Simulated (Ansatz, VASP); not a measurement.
Two plane-wave programs on LiBr

```xyz
2
Lattice="0.0000 2.7536 2.7536 2.7536 0.0000 2.7536 2.7536 2.7536 0.0000" Properties=species:S:1:pos:R:3 pbc="T T T"
Li    0.0000    0.0000    0.0000
Br    2.7536    2.7536    2.7536
```

Alike in both runs: task single point; functional PBE; k mesh 10 × 10 × 10; occupations gaussian, width 0.05 eV; no spin polarisation.

```csv
,VASP,Ansatz
version,VASP 6.6.1,Ansatz 0.2.0
potentials or method,"VASP PAW PBE potentials, release 64 (Li_sv, Br), cutoff 750 eV","scalar-relativistic, plane waves, PAW"
valence electrons in the cell,10,10
```

```csv
,VASP,Ansatz,Ansatz less VASP
gap on the k mesh at the Fermi level (eV),4.92,4.92,-0.004
least direct gap on the mesh (eV),4.93,4.92,-0.004
pressure (GPa),0.0,0.1,+0.05
```

The functional is the same, so the differences come from potentials, cutoffs and numerics.
